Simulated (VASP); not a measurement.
# Ge (P3m1) in VASP: single point with LDA

Aim: the single point of Ge with LDA.

Everything below comes from runs of VASP 6.6.1. Logs are shortened: lines on timing, memory, paths and dates and some standing lists are left out, and cuts for length are marked.

### Step 1. The cell of the first run

The structure is trigonal, space group P3m1 (No. 156). The conventional cell has a = 3.998 Å, b = 3.998 Å, c = 6.599 Å, α = 90.00°, β = 90.00°, γ = 120.00°. Ge (site symmetry 3m) has 4 Ge at 2.42 to 2.47 Å within 3.2 Å. Within 3.2 Å of Ge (site symmetry 3m) lie 4 Ge at 2.45 to 2.47 Å. Within 3.2 Å of Ge (site symmetry 3m) lie 4 Ge at 2.42 to 2.45 Å. Ge (site symmetry 3m) has 4 Ge at 2.47 Å within 3.3 Å.

### Step 2. Single point, LDA

The input, INCAR:

```
  ALGO = Normal
  EDIFF = 1E-7
  ENCUT = 520
  GGA = CA
  ISIF = 2
  ISMEAR = 0
  LASPH = True
  LCHARG = False
  LREAL = False
  LWAVE = False
  NBANDS = 36
  NELM = 80
  PREC = Accurate
  SIGMA = 0.05
```

The input, KPOINTS:

```
k-points
0
Gamma
  12 12 6
```

The input, POSCAR:

```
Ge
1.0
    3.9975858431      0.0000000000      0.0000000000
   -1.9987929216      3.4620108940      0.0000000000
    0.0000000000      0.0000000000      6.5993779500
Ge
4
Direct
    0.6666666700      0.3333333300      0.0704777217
    0.3333333300      0.6666666700      0.5629012500
    0.6666666700      0.3333333300      0.4370987500
    0.3333333300      0.6666666700      0.9370987500
```

Potentials or basis: VASP PAW LDA potentials, release 64 (Ge_d).

Command:

```bash
cat potpaw_LDA.64/Ge_d/POTCAR > POTCAR
mpirun -np 1 vasp_std > vasp.out
```

OUTCAR:

```text
EDIFF = 1E-7
   ENCUT = 520
   GGA = CA
   ISIF = 2
   ISMEAR = 0
   LASPH = True
   LREAL = False
   NELM = 80
   PREC = Accurate

 ion  position               nearest neighbor table
   1  0.667  0.333  0.070-   3 2.42   4 2.47   4 2.47   4 2.47
   2  0.333  0.667  0.563-   3 2.45   3 2.45   3 2.45   4 2.47
   3  0.667  0.333  0.437-   1 2.42   2 2.45   2 2.45   2 2.45
   4  0.333  0.667  0.937-   2 2.47   1 2.47   1 2.47   1 2.47

  LATTYP: Found a hexagonal cell.
 ALAT       =     3.9975858431
 C/A-ratio  =     1.6508408347

  Lattice vectors:

 A1 = (   3.9975858431,   0.0000000000,   0.0000000000)
 A2 = (  -1.9987929216,   3.4620108940,   0.0000000000)
 A3 = (   0.0000000000,   0.0000000000,   6.5993779500)

Analysis of symmetry for initial positions (statically):
=====================================================================
 Subroutine PRICEL returns:
 Original cell was already a primitive cell.

 Routine SETGRP: Setting up the symmetry group for a
 hexagonal supercell.

 Subroutine GETGRP returns: Found  6 space group operations
 (whereof  6 operations were pure point group operations)
 out of a pool of 24 trial point group operations.

The static configuration has the point symmetry C_3v.

Analysis of symmetry for dynamics (positions and initial velocities):
=====================================================================
 Subroutine PRICEL returns:
 Original cell was already a primitive cell.

 Routine SETGRP: Setting up the symmetry group for a
 hexagonal supercell.

 Subroutine GETGRP returns: Found  6 space group operations
 (whereof  6 operations were pure point group operations)
 out of a pool of 24 trial point group operations.

The dynamic configuration has the point symmetry C_3v.

 Subroutine INISYM returns: Found  6 space group operations
 (whereof  6 operations are pure point group operations),
 and found     1 'primitive' translations

----------------------------------------------------------------------------------------

                                     Primitive cell

  volume of cell :      91.3333

  direct lattice vectors                    reciprocal lattice vectors
     3.997585843  0.000000000  0.000000000     0.250150976  0.144424733  0.000000000
    -1.998792922  3.462010894  0.000000000     0.000000000  0.288849467  0.000000000
     0.000000000  0.000000000  6.599377950     0.000000000  0.000000000  0.151529433

  length of vectors
     3.997585843  3.997585843  6.599377950     0.288849467  0.288849467  0.151529433

  position of ions in fractional coordinates (direct lattice)
     0.666666670  0.333333330  0.070477722
     0.333333330  0.666666670  0.562901250
     0.666666670  0.333333330  0.437098750
     0.333333330  0.666666670  0.937098750

  ion indices of the primitive-cell ions
   primitive index   ion index
                 1           1
                 2           2
                 3           3
                 4           4

----------------------------------------------------------------------------------------

 KPOINTS: k-points

Automatic generation of k-mesh.
 Grid dimensions read from file:
 generate k-points for:   12   12    6

 Generating k-lattice:

  Cartesian coordinates                     Fractional coordinates (reciprocal lattice)
     0.020845915  0.012035394  0.000000000     0.083333333  0.000000000  0.000000000
     0.000000000  0.024070789  0.000000000     0.000000000  0.083333333  0.000000000
     0.000000000  0.000000000  0.025254906     0.000000000  0.000000000  0.166666667

  Length of vectors
     0.024070789  0.024070789  0.025254906

  Shift w.r.t. Gamma in fractional coordinates (k-lattice)
     0.000000000  0.000000000  0.000000000

 Subroutine IBZKPT returns following result:
 ===========================================

 Found    100 irreducible k-points:

 Following reciprocal coordinates:
            Coordinates               Weight
  0.000000  0.000000  0.000000      1.000000
  0.083333  0.000000  0.000000      6.000000
  0.166667 -0.000000  0.000000      6.000000
  0.250000 -0.000000  0.000000      6.000000
  0.333333  0.000000  0.000000      6.000000
  0.416667  0.000000  0.000000      6.000000
[... 16 lines left out ...]
  0.166667 -0.000000  0.166667      6.000000
  0.000000  0.166667  0.166667      6.000000
 [... further k-points ...]
   k-points           NKPTS =    100   k-points in BZ     NKDIM =    100   number of bands    NBANDS=     36
   number of dos      NEDOS =    301   number of ions     NIONS =      4
   total plane-waves  NPLWV =  45000
   dimension x,y,z NGX =    30 NGY =   30 NGZ =   50
   dimension x,y,z NGXF=    60 NGYF=   60 NGZF=  100
   ions per type =               4
   NGX,Y,Z   is equivalent  to a cutoff of  12.48, 12.48, 12.60 a.u.
   NGXF,Y,Z  is equivalent  to a cutoff of  24.95, 24.95, 25.19 a.u.
 SYSTEM =  unknown system
   PREC   = accura    normal or accurate (medium, high low for compatibility)
   ISTART =      0    job   : 0-new  1-cont  2-samecut
   ICHARG =      2    charge: 1-file 2-atom 10-const
   ISPIN  =      1    spin polarized calculation?
   LNONCOLLINEAR =      F non collinear calculations
   LSORBIT =      F    spin-orbit coupling
   LASPH  =      T    aspherical Exc in radial PAW
   ENCUT  =  520.0 eV  38.22 Ry    6.18 a.u.   7.43  7.43 12.27*2*pi/ulx,y,z
   NELM   =     80;   NELMIN=  2; NELMDL= -5     # of ELM steps
   EDIFF  = 0.1E-06   stopping-criterion for ELM
   LREAL  =      F    real-space projection
   EDIFFG = 0.1E-05   stopping-criterion for IOM
   NSW    =      0    number of steps for IOM
   IBRION =     -1    ionic relax: 0-MD 1-quasi-New 2-CG
   NFREE  =      0    steps in history (QN), initial steepest desc. (CG)
   ISIF   =      2    stress and relaxation
   ISYM   =      2    0-nonsym 1-usesym 2-fastsym
   POTIM  = 0.5000    time-step for ionic-motion
   TEBEG  =    0.0;   TEEND  =   0.0 temperature during run
   PSTRESS=    0.0 pullay stress
   NELECT =      56.0000    total number of electrons
   NUPDOWN=      -1.0000    fix difference up-down
   EMIN   =  10.00;   EMAX   =-10.00  energy-range for DOS
   EFERMI =   0.00;   METHOD = LEGACY
   ISMEAR =     0;   SIGMA  =   0.05  broadening in eV -4-tet -1-fermi 0-gaus
   EFERMI_NEDOS =   21; number of points for ismear=-14 and -15
   IALGO  =     38    algorithm
   IMIX   =      4    mixing-type and parameters
     AMIX     =   0.40;   BMIX     =  1.00
     AMIX_MAG =   1.60;   BMIX_MAG =  1.00
  volume/ion in A,a.u.               =      22.83       154.09
  Fermi-wavevector in a.u.,A,eV,Ry     =   1.390789  2.628209 26.317650  1.934293
  Thomas-Fermi vector in A             =   2.514690
   LORBIT       =      0    0 simple, 1 ext, 2 COOP (PROOUT), +10 PAW based schemes
   GGA     = CA    functional components
   LHFCALC =     F    Hartree Fock is set to
   AEXX    =    0.0000 exact exchange contribution
   IVDW    =     0    specifies the selected vdW correction
   LEPSILON=     F    determine dielectric tensor
   LRPA    =     F    only Hartree local field effects (RPA)
 non-spin polarized calculation
 Gauss-broadening in eV      SIGMA  =   0.05
  energy-cutoff  :      520.00
  volume of cell :       91.33
 maximum number of plane-waves:      2491
 NGX is ok and might be reduce to    30
   NGX = 15   NGY = 15   NGZ = 25

 number of electron      56.0000048 magnetization

 Free energy of the ion-electron system (eV)
  ---------------------------------------------------
  ext. energy  EPLUGINS =         0.00000000
  ---------------------------------------------------
  free energy    TOTEN  =       -20.68813097 eV

  energy without entropy =      -20.68790746  energy(sigma->0) =      -20.68801921

 E-fermi :   4.7421     XC(G=0): -10.2446

 val. band max:        4.7203960129   @ k =   0.0833   0.0000   0.0000
 cond. band min:       4.8467109470   @ k =   0.4167   0.0000   0.3333
 fundamental gap:      0.1263149342
 Fermi energy:         4.7420754640

 k-point     1 :       0.0000    0.0000    0.0000
  band No.  band energies     occupation
      1     -20.3551      2.00000
      2     -20.3551      2.00000
      3     -20.3154      2.00000
      4     -20.2874      2.00000
      5     -20.2874      2.00000
      6     -20.2865      2.00000
[... 28 lines left out ...]
     35       9.2562      0.00000
     36      10.6022      0.00000

 k-point     2 :       0.0833    0.0000    0.0000
  band No.  band energies     occupation
      1     -20.3586      2.00000
      2     -20.3568      2.00000
      3     -20.3167      2.00000
      4     -20.2897      2.00000
      5     -20.2836      2.00000
      6     -20.2771      2.00000
[... 28 lines left out ...]
     35       9.5627      0.00000
     36      11.0365      0.00000

 k-point     3 :       0.1667   -0.0000    0.0000
  band No.  band energies     occupation
      1     -20.3647      2.00000
      2     -20.3605      2.00000
      3     -20.3220      2.00000
      4     -20.2885      2.00000
      5     -20.2741      2.00000
      6     -20.2621      2.00000
[... 28 lines left out ...]
     35      10.3580      0.00000
     36      10.4349      0.00000

 k-point     4 :       0.2500   -0.0000    0.0000
  band No.  band energies     occupation
      1     -20.3686      2.00000
      2     -20.3640      2.00000
      3     -20.3293      2.00000
      4     -20.2872      2.00000
      5     -20.2676      2.00000
      6     -20.2599      2.00000
[... 28 lines left out ...]
     35      11.0282      0.00000
     36      11.4310      0.00000

 k-point     5 :       0.3333    0.0000    0.0000
  band No.  band energies     occupation
      1     -20.3687      2.00000
      2     -20.3664      2.00000
      3     -20.3369      2.00000
      4     -20.2862      2.00000
      5     -20.2693      2.00000
      6     -20.2491      2.00000
[... 655 lines left out ...]
 k-point    22 :       0.0000    0.0833    0.1667
  band No.  band energies     occupation
      1     -20.3577      2.00000
      2     -20.3562      2.00000
      3     -20.3162      2.00000
      4     -20.2908      2.00000
      5     -20.2846      2.00000
      6     -20.2780      2.00000
[... 28 lines left out ...]
     35       9.3647      0.00000
     36      11.2283      0.00000

 k-point    23 :       0.1667   -0.0000    0.1667
  band No.  band energies     occupation
      1     -20.3635      2.00000
      2     -20.3600      2.00000
      3     -20.3209      2.00000
      4     -20.2857      2.00000
      5     -20.2785      2.00000
      6     -20.2694      2.00000
[... 28 lines left out ...]
     35      10.1332      0.00000
     36      10.8207      0.00000

 k-point    24 :       0.0000    0.1667    0.1667
  band No.  band energies     occupation
      1     -20.3632      2.00000
      2     -20.3600      2.00000
      3     -20.3206      2.00000
      4     -20.2917      2.00000
      5     -20.2766      2.00000
      6     -20.2609      2.00000
[... 28 lines left out ...]
     35      10.1505      0.00000
     36      10.8609      0.00000

 [... further k-points ...]
[... 5 lines left out ...]
  --------------------------------------------------------------------------------------
  -------------------------------------------------------------------------------------
  Total       -1.2773094     -1.2773094     -0.6382415      0.0000000     -0.0000000     -0.0000000
  in kB      -22.4066773    -22.4066773    -11.1960911      0.0000000     -0.0000000     -0.0000000
  external PRESSURE =     -18.6698152 kB  Pullay stress =       0.0000000 kB

 VOLUME and BASIS-vectors are now :
 -----------------------------------------------------------------------------
  energy-cutoff  :      520.00
  volume of cell :       91.33
      direct lattice vectors                 reciprocal lattice vectors
     3.997585843  0.000000000  0.000000000     0.250150976  0.144424733  0.000000000
    -1.998792922  3.462010894  0.000000000     0.000000000  0.288849467  0.000000000
     0.000000000  0.000000000  6.599377950     0.000000000  0.000000000  0.151529433

 POSITION                                       TOTAL-FORCE (eV/Angst)
 -----------------------------------------------------------------------------------
      1.99879      1.15400      0.46511         0.000000     -0.000000     -0.644482
     -0.00000      2.30801      3.71480         0.000000      0.000000      0.047419
      1.99879      1.15400      2.88458        -0.000000      0.000000      0.336144
     -0.00000      2.30801      6.18427         0.000000     -0.000000      0.260918
 -----------------------------------------------------------------------------------
    total drift:                               -0.000000     -0.000000     -0.000552

  FREE ENERGIE OF THE ION-ELECTRON SYSTEM (eV)
  ---------------------------------------------------
  free  energy   TOTEN  =       -20.6881309724 eV

  energy  without entropy=      -20.6879074563  energy(sigma->0) =      -20.68801921
```

Wall time 6.3 min (1 thread of Intel Xeon Platinum 8488C (Sapphire Rapids), shared host); peak memory 0.33 GiB.

Results:

| Item | Value |
| --- | --- |
| Free energy | -20.6881 eV |
| Pressure | -1.9 GPa |
| Largest force | 0.644 eV/Å |
| Band gap on the k mesh | zero (bands 28 and 29 overlap by 0.02 eV) |

Forces in eV/Å, atoms in the order of the input:
```
Ge   0.000  0.000 -0.644
Ge   0.000  0.000  0.047
Ge   0.000  0.000  0.336
Ge   0.000  0.000  0.261
```

Stress tensor (GPa, compression positive):
```
-2.24  0.00  0.00
 0.00 -2.24  0.00
 0.00  0.00 -1.12
```

Caveat: semilocal functionals underestimate gaps, and a narrow one can read as zero.

The gap in the log of VASP goes by the Fermi energy; the results here count the filled bands.